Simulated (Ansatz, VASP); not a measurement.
**Ta4N5: VASP beside Ansatz**

Contents of INCAR:

```
PREC     = Accurate       # precision mode
ENCUT    = 520            # plane-wave cutoff, eV
EDIFF    = 1E-8           # SCF threshold, eV
ISMEAR   = -1             # smearing method
SIGMA    = 0.15           # smearing width, eV
LREAL    = F              # projectors in reciprocal space
LASPH    = T              # aspherical terms in the spheres
NELM     = 120            # most SCF steps
ALGO     = Normal         # electronic algorithm
ISIF     = 2              # what is computed and relaxed
LWAVE    = F              # write WAVECAR
LCHARG   = F              # write CHGCAR
GGA      = PS             # functional
LEFG     = T            
NBANDS   = 44             # bands
GGA_COMPAT= F
```

File KPOINTS:

```
regular mesh
0
Gamma
  10 10 10
```

The input POSCAR:

```
Ta4N5
1.0
   -3.4125865017      3.4125865017      2.1281065096
    3.4125865017     -3.4125865017      2.1281065096
    3.4125865017      3.4125865017     -2.1281065096
Ta N
4 5
Direct
    0.7845897455      0.6048378001      0.3894275457
    0.3951621999      0.7845897455      0.1797519454
    0.6048378001      0.2154102545      0.8202480546
    0.2154102545      0.3951621999      0.6105724543
    0.5000000000      0.5000000000      0.0000000000
    0.9080820589      0.3061156909      0.2141977498
    0.6938843091      0.9080820589      0.6019663680
    0.3061156909      0.0919179411      0.3980336320
    0.0919179411      0.6938843091      0.7858022502
```

Input for Ansatz:

```yaml
crystal:
  lattice:
    - [-3.4125865017, 3.4125865017, 2.1281065096]
    - [3.4125865017, -3.4125865017, 2.1281065096]
    - [3.4125865017, 3.4125865017, -2.1281065096]
  atoms:
    - { symbol: Ta, position: [0.7845897455, 0.6048378001, 0.3894275457] }
    - { symbol: Ta, position: [0.3951621999, 0.7845897455, 0.1797519454] }
    - { symbol: Ta, position: [0.6048378001, 0.2154102545, 0.8202480546] }
    - { symbol: Ta, position: [0.2154102545, 0.3951621999, 0.6105724543] }
    - { symbol: "N", position: [0.5, 0.5, 0.0] }
    - { symbol: "N", position: [0.9080820589, 0.3061156909, 0.2141977498] }
    - { symbol: "N", position: [0.6938843091, 0.9080820589, 0.601966368] }
    - { symbol: "N", position: [0.3061156909, 0.0919179411, 0.398033632] }
    - { symbol: "N", position: [0.0919179411, 0.6938843091, 0.7858022502] }
basis:
  ecutwfc: 420
kpoints:
  mp_grid: { grid: [10, 10, 10] }
hamiltonian:
  xc: pbesol
scf:
  occupations: { method: fermi_dirac, width: 0.15 }
output:
  forces: true
  stress: true
  eigenvalues: true
  efg: {}
checkpoint:
  read: start.run
  write: ck
  compress: false
  write_wavefunctions: false
  write_every: 100000
```

Alike in both runs: task electric field gradients; functional PBEsol; k mesh 10 × 10 × 10; occupations fermi-dirac, width 0.15 eV; no spin polarisation.

```csv
,VASP,Ansatz
version,VASP 6.6.1,Ansatz 0.2.0
potentials or method,"VASP PAW PBE potentials, release 64 (Ta_pv, N), cutoff 520 eV","scalar-relativistic, plane waves, PAW"
valence electrons in the cell,69,77
```

```tsv
	VASP	Ansatz	Ansatz less VASP
gap on the k mesh at the Fermi level (eV)	none	none	-
pressure (GPa)	0.8	0.0	-0.83
rms of the force components (eV/Å)	0.009	0.000	-0.0084
size of Vzz on the site where it differs most (V/Å²)	0.1	2.5	+2.39
```

VASP's potentials were made for PBE, not for PBEsol. Atom by atom the forces differ by 0.009 eV/Å (rms over components). A gap of «none» marks a metal or a gap that the smearing closes. VASP's potentials hold 69 valence electrons a cell and Ansatz's 77, so a difference there can come from the potentials and not from the codes.

Neither program's run includes spin-orbit coupling.
